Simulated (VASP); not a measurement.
Al: relaxation of cell and atoms with LDA

Crystal: Al.

```
Al
1.0
    -1.59122    1.59122    1.59122
     1.59122   -1.59122    1.59122
     1.59122    1.59122   -1.59122
Al
1
Direct
  0.00000 0.00000 0.00000
```

- Program: VASP 6.6.1
- Task: relaxation of cell and atoms
- Functional: LDA
- Potentials or basis: VASP PAW LDA potentials, release 64 (Al)
- Cutoff: 600 eV
- k mesh: 12 × 12 × 12
- Occupations: gaussian, width 0.01 eV
- Spin: no spin polarisation
- Dipole correction: no
- Further INCAR settings: ALGO = Normal; EDIFF = 1e-06; IBRION = 2; EDIFFG = -0.02; NSW = 80; ISIF = 3

```
Relaxed volume                         : 16.25 Å³/atom
Relaxed cell                           : a = 2.764 Å, b = 2.764 Å, c = 2.764 Å, α = 109.47°, β = 109.47°, γ = 109.47°
Space group after relaxing (to 0.05 Å) : Im-3m (No. 229)
Energy gained by relaxing              : 0.2 meV/atom
Ionic steps                            : 2
Pressure after relaxing                : -0.1 GPa
```

Step by step:
```csv
step,energy change (eV),largest force (eV/Å),pressure (GPa),volume (Å³)
1,0.0000,0.0000,0.56,16.12
2,-0.0002,0.0000,-0.07,16.25
```

Final structure:
```
CELL_PARAMETERS angstrom
-1.59555 1.59555 1.59555
1.59555 -1.59555 1.59555
1.59555 1.59555 -1.59555
ATOMIC_POSITIONS crystal
Al 0.00000 0.00000 0.00000
```

Levels at points of the mesh, in eV from the Fermi level:
```tsv
k point	band 1	band 2	band 3	band 4	band 5
(0.00, 0.00, 0.00)	-11.17	13.32	13.32	13.32	14.68
(0.50, 0.00, 0.00)	-4.30	-3.86	8.19	8.35	10.07
(0.50, 0.50, 0.50)	1.90	1.90	1.90	3.06	3.06
```

It took 15 s on 1 thread of AMD EPYC 7R13 (shared host), peak memory 0.09 GiB.
